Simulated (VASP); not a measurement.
Crystal: Be5ZnTe6.

```
Be Zn Te
1.0
     4.05711    0.00000    0.00000
     0.00000    4.05711    0.00000
     0.00000    0.00000   17.32445
Be Zn Te
5 1 6
Direct
  0.00000 0.00000 0.82376
  0.00000 0.00000 0.17624
  0.50000 0.50000 0.33825
  0.00000 0.00000 0.50000
  0.50000 0.50000 0.66175
  0.50000 0.50000 0.00000
  0.50000 0.00000 0.09635
  0.00000 0.50000 0.25733
  0.50000 0.00000 0.41914
  0.00000 0.50000 0.58086
  0.50000 0.00000 0.74267
  0.00000 0.50000 0.90365
```

Base run:

| Item | Value |
| --- | --- |
| Program | VASP 6.6.1 |
| Functional | r2SCAN |
| Potentials or basis | VASP PAW PBE potentials, release 64 (Be, Zn, Te) |
| Cutoff | 520 eV |
| k mesh | 8 × 8 × 2 |
| Occupations | gaussian, width 0.02 eV |
| Spin | no spin polarisation |

Its results: band gap on the k mesh 2.27 eV, indirect (least direct gap 2.28 eV); pressure -0.3 GPa; largest force 0.188 eV/Å.

**Question.** The run is repeated on the same cell with these changes: functional from r2SCAN to LDA; potentials or basis from VASP PAW PBE potentials, release 64 (Be, Zn, Te) to VASP PAW LDA potentials, release 64 (Be, Zn, Te). What comes out?

**Answer.** Band gap on the k mesh 1.82 eV, indirect (the least direct gap lies 3.6 meV higher); pressure -3.3 GPa; largest force 0.192 eV/Å.

Caveats: spin-orbit coupling is left out, which moves the levels of the heavy elements; the PAW data sets were made with another functional, which shifts forces and pressure a little (some runs).

A k mesh can miss the band edges.
